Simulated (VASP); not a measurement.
# Co (P6_3/mmc) in VASP: notebook

Runs on Co. Level: PBE. Tasks: single point.

Everything below comes from runs of VASP 6.6.1. Logs are shortened: lines on timing, memory, paths and dates and some standing lists are left out, and cuts for length are marked.

## Step 1: The cell of the first run

The structure is hexagonal, space group P6_3/mmc (No. 194). Conventional cell: a = 2.495 Å, b = 2.495 Å, c = 8.082 Å, α = 90.00°, β = 90.00°, γ = 120.00°. Co (site symmetry -3m) has 12 Co at 2.48 to 2.50 Å within 3.3 Å. Co (site symmetry -6m2) has 12 Co at 2.48 to 2.50 Å within 3.3 Å.

## Step 2: Single point, PBE, collinear spin, ferromagnetic start (10.89 Å³/atom)

INCAR reads:

```
  PREC = Accurate
  ENCUT = 520
  EDIFF = 1E-6
  ISMEAR = -1
  SIGMA = 0.05
  LREAL = F
  LASPH = T
  NELM = 150
  ALGO = Normal
  ISIF = 2
  LWAVE = F
  LCHARG = T
  ISPIN = 2
  MAGMOM = 1.707 1.707 1.725 1.725
  LORBIT = 11
  LMAXMIX = 4
  GGA = PE
  LELF = T
  LVHAR = T
  NBANDS = 30
```

KPOINTS reads:

```
regular mesh
0
Gamma
  16 16 5
```

POSCAR reads:

```
Co
1.0
    2.4951765572      0.0000000000      0.0000000000
   -1.2475882786      2.1608862854      0.0000000000
    0.0000000000      0.0000000000      8.0817282511
Co
4
Direct
    1.0000000000      0.0000000000      1.0000000000
    0.0000000000      0.0000000000      0.5000000000
    0.3333333333      0.6666666667      0.2500000000
    0.6666666667      0.3333333333      0.7500000000
```

Potentials or basis: VASP PAW PBE potentials, release 64 (Co).

The run is started by

```bash
cat potpaw_PBE.64/Co/POTCAR > POTCAR
mpirun -np 1 vasp_std > vasp.out
```

OUTCAR:

```text
PREC = Accurate
   ENCUT = 520
   EDIFF = 1E-6
   ISMEAR = -1
   LREAL = F
   LASPH = T
   NELM = 150
   ISIF = 2
   ISPIN = 2
   LORBIT = 11
   GGA = PE

 ion  position               nearest neighbor table
   1  0.000  0.000  0.000-   3 2.48   4 2.48   3 2.48   4 2.48   4 2.48   3 2.48
   2  0.000  0.000  0.500-   3 2.48   4 2.48   3 2.48   4 2.48   4 2.48   3 2.48
   3  0.333  0.667  0.250-   1 2.48   2 2.48   1 2.48   2 2.48   1 2.48   2 2.48
   4  0.667  0.333  0.750-   1 2.48   2 2.48   1 2.48   2 2.48   1 2.48   2 2.48

  LATTYP: Found a hexagonal cell.
 ALAT       =     2.4951765572
 C/A-ratio  =     3.2389404380

  Lattice vectors:

 A1 = (   2.4951765572,   0.0000000000,   0.0000000000)
 A2 = (  -1.2475882786,   2.1608862854,   0.0000000000)
 A3 = (   0.0000000000,   0.0000000000,   8.0817282511)

Analysis of symmetry for initial positions (statically):
=====================================================================
 Subroutine PRICEL returns:
 Original cell was already a primitive cell.

 Routine SETGRP: Setting up the symmetry group for a
 hexagonal supercell.

 Subroutine GETGRP returns: Found 24 space group operations
 (whereof 12 operations were pure point group operations)
 out of a pool of 24 trial point group operations.

The static configuration has the point symmetry D_3d.
 The point group associated with its full space group is D_6h.

Analysis of symmetry for dynamics (positions and initial velocities):
=====================================================================
 Subroutine PRICEL returns:
 Original cell was already a primitive cell.

 Routine SETGRP: Setting up the symmetry group for a
 hexagonal supercell.

 Subroutine GETGRP returns: Found 24 space group operations
 (whereof 12 operations were pure point group operations)
 out of a pool of 24 trial point group operations.

The dynamic configuration has the point symmetry D_3d.
 The point group associated with its full space group is D_6h.

Analysis of structural, dynamic, and magnetic symmetry:
=====================================================================
 Subroutine PRICEL returns:
 Original cell was already a primitive cell.

 Routine SETGRP: Setting up the symmetry group for a
 hexagonal supercell.

 Subroutine GETGRP returns: Found 24 space group operations
 (whereof 12 operations were pure point group operations)
 out of a pool of 24 trial point group operations.

The overall configuration has the point symmetry D_3d.
 The point group associated with its full space group is D_6h.

 Subroutine INISYM returns: Found 24 space group operations
 (whereof 12 operations are pure point group operations),
[... 129 lines left out ...]
   LEPSILON=     F    determine dielectric tensor
   LRPA    =     F    only Hartree local field effects (RPA)
 spin polarized calculation
  energy-cutoff  :      520.00
  volume of cell :       43.58
 maximum number of plane-waves:      1188
 NGX is ok and might be reduce to    20
   NGX =  9   NGY =  9   NGZ = 31

 number of electron      35.9999999 magnetization       6.4620183

 Free energy of the ion-electron system (eV)
  ---------------------------------------------------
  ext. energy  EPLUGINS =         0.00000000
  ---------------------------------------------------
  free energy    TOTEN  =       -28.13321313 eV

  energy without entropy =      -28.10103360  energy(sigma->0) =      -28.11712336

 E-fermi :  10.2614     XC(G=0): -13.3806

 val. band max:       10.2600386357   @ k =   0.3125   0.1250   0.0000
 cond. band min:      10.2614368913   @ k =   0.1875   0.0625   0.2000
 fundamental gap:      0.0013982556
 Fermi energy:        10.2613694585

 spin component 1

 k-point     1 :       0.0000    0.0000    0.0000
  band No.  band energies     occupation
      1       1.3118      1.00000
      2       3.5348      1.00000
      3       3.5555      1.00000
      4       5.1023      1.00000
      5       7.2766      1.00000
      6       7.3057      1.00000
[... 781 lines left out ...]
     29      22.0334      0.00000
     30      23.5636      0.00000

 [... further k-points ...]

 spin component 2

 k-point     1 :       0.0000    0.0000    0.0000
  band No.  band energies     occupation
      1       1.3120      1.00000
      2       3.6149      1.00000
      3       3.6184      1.00000
      4       6.0235      1.00000
      5       8.6102      1.00000
      6       8.6740      1.00000
[... 781 lines left out ...]
     29      22.5516      0.00000
     30      24.0184      0.00000

 [... further k-points ...]

------------------------ aborting loop because EDIFF is reached ----------------------------------------

  FORCE on cell =-STRESS in cart. coord.  units (eV):
  Direction    XX          YY          ZZ          XY          YZ          ZX
  --------------------------------------------------------------------------------------
  -------------------------------------------------------------------------------------
  Total       -0.3279547     -0.3279547     -0.1988748      0.0000000      0.0000000      0.0000000
  in kB      -12.0583265    -12.0583265     -7.3122809      0.0000000      0.0000000      0.0000000
  external PRESSURE =     -10.4763113 kB  Pullay stress =       0.0000000 kB

 VOLUME and BASIS-vectors are now :
 -----------------------------------------------------------------------------
  energy-cutoff  :      520.00
  volume of cell :       43.58
      direct lattice vectors                 reciprocal lattice vectors
     2.495176557  0.000000000  0.000000000     0.400773243  0.231386540  0.000000000
    -1.247588279  2.160886285  0.000000000     0.000000000  0.462773079  0.000000000
     0.000000000  0.000000000  8.081728251     0.000000000  0.000000000  0.123735910

 POSITION                                       TOTAL-FORCE (eV/Angst)
 -----------------------------------------------------------------------------------
      0.00000      0.00000      0.00000         0.000000      0.000000     -0.000000
      0.00000      0.00000      4.04086         0.000000      0.000000     -0.000000
     -0.00000      1.44059      2.02043        -0.000000      0.000000      0.000000
      1.24759      0.72030      6.06130         0.000000      0.000000      0.000000
 -----------------------------------------------------------------------------------
    total drift:                                0.000000     -0.000000      0.000000

  FREE ENERGIE OF THE ION-ELECTRON SYSTEM (eV)
  ---------------------------------------------------
  free  energy   TOTEN  =       -28.1332131301 eV

  energy  without entropy=      -28.1010335987  energy(sigma->0) =      -28.11712336

 total charge

# of ion       s       p       d       tot
------------------------------------------
    1        0.488   0.518   7.261   8.267
    2        0.488   0.518   7.261   8.267
    3        0.487   0.520   7.254   8.262
    4        0.487   0.520   7.254   8.262
--------------------------------------------------
tot          1.950   2.076  29.031  33.057

 magnetization (x)

# of ion       s       p       d       tot
------------------------------------------
    1       -0.014  -0.052   1.692   1.626
    2       -0.014  -0.052   1.692   1.626
    3       -0.014  -0.053   1.712   1.645
    4       -0.014  -0.053   1.712   1.645
--------------------------------------------------
tot         -0.057  -0.209   6.808   6.542
```

OSZICAR:

```text
N       E                     dE             d eps       ncg     rms          rms(c)
DAV:   1     0.237349447456E+03    0.23735E+03   -0.15073E+04 10992   0.158E+03
DAV:   2    -0.176346055459E+02   -0.25498E+03   -0.23775E+03 10806   0.309E+02
DAV:   3    -0.320912391001E+02   -0.14457E+02   -0.13612E+02 12084   0.996E+01
DAV:   4    -0.323496301154E+02   -0.25839E+00   -0.25799E+00 13266   0.129E+01
DAV:   5    -0.323600923084E+02   -0.10462E-01   -0.10461E-01 14858   0.205E+00    0.209E+01
DAV:   6    -0.289687327406E+02    0.33914E+01   -0.26331E+01 12026   0.755E+01    0.105E+01
DAV:   7    -0.288972640862E+02    0.71469E-01   -0.61813E+00 12520   0.455E+01    0.146E+01
DAV:   8    -0.286663817646E+02    0.23088E+00   -0.56167E+00 12718   0.495E+01    0.115E+01
DAV:   9    -0.281599733994E+02    0.50641E+00   -0.13693E+00 14114   0.230E+01    0.245E+00
DAV:  10    -0.281338193784E+02    0.26154E-01   -0.13467E-01 12842   0.424E+00    0.808E-01
DAV:  11    -0.281330920505E+02    0.72733E-03   -0.11203E-02 13304   0.980E-01    0.425E-01
DAV:  12    -0.281331641450E+02   -0.72095E-04   -0.18686E-03 16780   0.513E-01    0.138E-01
DAV:  13    -0.281332274429E+02   -0.63298E-04   -0.40979E-04 13100   0.183E-01    0.989E-02
DAV:  14    -0.281332098686E+02    0.17574E-04   -0.11580E-04 13350   0.221E-01    0.276E-02
DAV:  15    -0.281332148123E+02   -0.49437E-05   -0.13239E-05 15552   0.345E-02    0.295E-02
DAV:  16    -0.281332134623E+02    0.13501E-05   -0.72250E-06 10314   0.546E-02    0.596E-03
DAV:  17    -0.281332131301E+02    0.33214E-06   -0.80716E-07  6126   0.142E-02
   1 F= -.28133213E+02 E0= -.28117123E+02  d E =-.321795E-01  mag=     6.4619
```

It took 6.4 min on 1 thread of Oxide Virtual Turin-like, shared host; peak memory 0.25 GiB.

Results:

```
Free energy                                           : -28.1332 eV
Pressure                                              : -1.0 GPa
Net moment                                            : 6.46 μB per cell
Site moments                                          : Co +1.63, +1.65 (each value once) μB
Valence electrons inside the program's atomic spheres : Co 8.27, 8.26 (each value once)
```

Levels at points of the mesh, in eV from the Fermi level:
Spin up:
```csv
k point,band 17,band 18,band 19,band 20,band 21,band 22,band 23,band 24,band 25,band 26
"(0.00, 0.00, 0.00)",-1.85,-1.53,-1.53,-1.20,-1.20,-0.81,-0.81,-0.16,6.24,14.88
"(0.50, 0.00, 0.00)",-0.69,-0.61,-0.57,-0.55,0.25,1.36,2.40,3.03,6.86,6.88
```
Spin down:
| k point | band 11 | band 12 | band 13 | band 14 | band 15 | band 16 | band 17 | band 18 |
| --- | --- | --- | --- | --- | --- | --- | --- | --- |
| (0.00, 0.00, 0.00) | -1.06 | -0.84 | -0.84 | -0.80 | -0.80 | -0.21 | 0.04 | 0.04 |
| (0.50, 0.00, 0.00) | -0.76 | -0.12 | -0.08 | 0.49 | 1.13 | 1.18 | 1.19 | 1.20 |

## Step 3: Single point, PBE, collinear spin, ferromagnetic start (11.33 Å³/atom)

This run uses another cell than the first one, of 11.33 Å³/atom.

INCAR reads:

```
  ALGO = Normal
  EDIFF = 1E-6
  ENCUT = 520
  GGA = PE
  ISIF = 2
  ISMEAR = -1
  ISPIN = 2
  LASPH = T
  LCHARG = F
  LMAXMIX = 4
  LORBIT = 11
  LREAL = F
  LWAVE = F
  MAGMOM = 1.707 1.707 1.725 1.725
  NBANDS = 30
  NELM = 150
  PREC = Accurate
  SIGMA = 0.05
```

KPOINTS reads:

```
k-points
0
Gamma
  16 16 5
```

POSCAR reads:

```
Co
1.0
    2.5280097887      0.0000000000      0.0000000000
   -1.2640048944      2.1893206980      0.0000000000
    0.0000000000      0.0000000000      8.1880727448
Co
4
Direct
    0.0000000000      1.0000000000      0.0000000000
    1.0000000000      1.0000000000      0.5000000000
    0.3333333333      0.6666666667      0.2500000000
    0.6666666667      0.3333333333      0.7500000000
```

Potentials or basis: VASP PAW PBE potentials, release 64 (Co).

The run is started by

```bash
cat potpaw_PBE.64/Co/POTCAR > POTCAR
mpirun -np 1 vasp_std > vasp.out
```

It took 5.7 min on 1 thread of Oxide Virtual Turin-like, shared host; peak memory 0.26 GiB.

It converged, with:

| Item | Value |
| --- | --- |
| Free energy | -28.0811 eV |
| Pressure | -8.2 GPa |
| Net moment | 6.61 μB per cell |
| Site moments | Co +1.67, +1.69 (each value once) μB |
| Valence electrons inside the program's atomic spheres | Co 8.19 |

Levels at points of the mesh, in eV from the Fermi level:
Spin up:
| k point | band 19 | band 20 | band 21 | band 22 | band 23 | band 24 |
| --- | --- | --- | --- | --- | --- | --- |
| (0.00, 0.00, 0.00) | -1.56 | -1.25 | -1.25 | -0.88 | -0.88 | -0.13 |
| (0.50, 0.00, 0.00) | -0.66 | -0.64 | 0.24 | 1.32 | 2.24 | 2.86 |
Spin down:
```csv
k point,band 12,band 13,band 14,band 15,band 16,band 17
"(0.00, 0.00, 0.00)",-0.77,-0.77,-0.73,-0.73,-0.20,0.06
"(0.50, 0.00, 0.00)",-0.09,-0.05,0.48,1.09,1.14,1.14
```

Caveat: the cell stands under tension.

## Step 4: Single point, PBE, collinear spin, ferromagnetic start (9.59 Å³/atom)

This run uses another cell than the first one, of 9.59 Å³/atom.

INCAR reads:

```
SYSTEM = Co
  ALGO = Normal
  EDIFF = 1E-6
  ENCUT = 520
  GGA = PE
  ISIF = 2
  ISMEAR = -1
  ISPIN = 2
  LASPH = .True.
  LCHARG = .True.
  LELF = .True.
  LMAXMIX = 4
  LORBIT = 11
  LREAL = .False.
  LVHAR = .True.
  LWAVE = .False.
  MAGMOM = 1.707 1.707 1.725 1.725
  NBANDS = 30
  NELM = 150
  PREC = Accurate
  SIGMA = 0.05
```

KPOINTS reads:

```
k-points
0
Gamma
  16 16 5
  0 0 0
```

POSCAR reads:

```
Co
1.0
    2.3910877006      0.0000000000      0.0000000000
   -1.1955438503      2.0707426914      0.0000000000
    0.0000000000      0.0000000000      7.7445906443
Co
4
Direct
    1.0000000000      0.0000000000      1.0000000000
    0.0000000000      0.0000000000      0.5000000000
    0.3333333333      0.6666666667      0.2500000000
    0.6666666667      0.3333333333      0.7500000000
```

The run is started by

```bash
cat potpaw_PBE.64/Co/POTCAR > POTCAR
mpirun -np 1 vasp_std > vasp.out
```

Run time: 4.9 min. Hardware: 1 thread of Oxide Virtual Turin-like, shared host; peak memory 0.22 GiB.

The run converged. Its results:

```yaml
Free_energy: -27.6471 eV
Pressure: 35.2 GPa
Net_moment: 6.14 μB per cell
Site_moments: Co +1.52, +1.54 (each value once) μB
Valence_electrons_inside_the_program's_atomic_spheres: Co 8.55, 8.54 (each value once)
```

Stress tensor (GPa, compression positive):
```
34.96  0.00  0.00
 0.00 34.96  0.00
 0.00  0.00 35.55
```

Levels at points of the mesh, in eV from the Fermi level:
Spin up:
```tsv
k point	band 19	band 20	band 21	band 22	band 23	band 24
(0.00, 0.00, 0.00)	-1.43	-1.04	-1.04	-0.56	-0.56	-0.21
(0.50, 0.00, 0.00)	-0.29	-0.26	0.30	1.53	2.97	3.64
```
Spin down:
```tsv
k point	band 12	band 13	band 14	band 15	band 16	band 17
(0.00, 0.00, 0.00)	-1.06	-1.06	-1.00	-1.00	-0.22	-0.03
(0.50, 0.00, 0.00)	-0.21	-0.17	0.56	1.30	1.35	1.38
```

Caveat: the cell stands under pressure.

## Step 5: Overview

| cell | gap on the mesh (eV) | pressure (GPa) | moment (μB) |
| --- | --- | --- | --- |
| a = 2.495, b = 2.495, c = 8.082 Å, angles 90.0, 90.0, 120.0°, 4 atoms | none | -1.0 | 6.46 |
| a = 2.528, b = 2.528, c = 8.188 Å, angles 90.0, 90.0, 120.0°, 4 atoms | none | -8.2 | 6.61 |
| a = 2.391, b = 2.391, c = 7.745 Å, angles 90.0, 90.0, 120.0°, 4 atoms | none | 35.2 | 6.14 |

Alike in all rows: task single point; level PBE; potentials or basis VASP PAW PBE potentials, release 64 (Co); spin collinear, ferromagnetic start; k mesh 16 × 16 × 5; cutoff (eV) 520; smearing fermi-dirac 0.05 eV.

Caveats: the cell stands under tension (at least some runs); the cell stands under pressure (at least some runs).

Absolute energies hang on the potentials; compare differences alone.
